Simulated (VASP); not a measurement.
Here is a VASP 6.6.1 calculation.

Contents of INCAR:

```
PREC = Accurate
ENCUT = 520
EDIFF = 1E-7
ISMEAR = 0
SIGMA = 0.05
LREAL = F
LASPH = T
NELM = 80
ALGO = Normal
ISIF = 2
LWAVE = F
LCHARG = F
GGA = PS
NBANDS = 16
```

KPOINTS

```
Automatic mesh
0
Gamma
  9 9 6
```

Contents of POSCAR:

```
Te
1.0
    4.4469268669      0.0000000000      0.0000000000
   -2.2234634334      3.8511516355      0.0000000000
    0.0000000000      0.0000000000      5.9149200000
Te
3
Direct
    0.2766227569      0.0061695831      0.1721527933
    0.0000000000      0.2690000000      0.8333333333
    0.7310000000      0.7310000000      0.5000000000
```

Potentials or basis: VASP PAW PBE potentials, release 64 (Te).

Run with:

```sh
$ cat potpaw_PBE.64/Te/POTCAR > POTCAR
$ mpirun -np 1 vasp_std > vasp.out
```

**Question.** Predict the pressure.

**Answer.** -0.8 GPa.

**Question.** Estimate the largest force.

**Answer.** 0.179 eV/Å.

Stress tensor (GPa, compression positive):
```
-1.01  0.05 -0.20
 0.05 -0.85  0.12
-0.20  0.12 -0.55
```

Caveat: the cell differs from its parent crystal (one atom moved); the PAW data sets were made with another functional, which shifts forces and pressure a little.
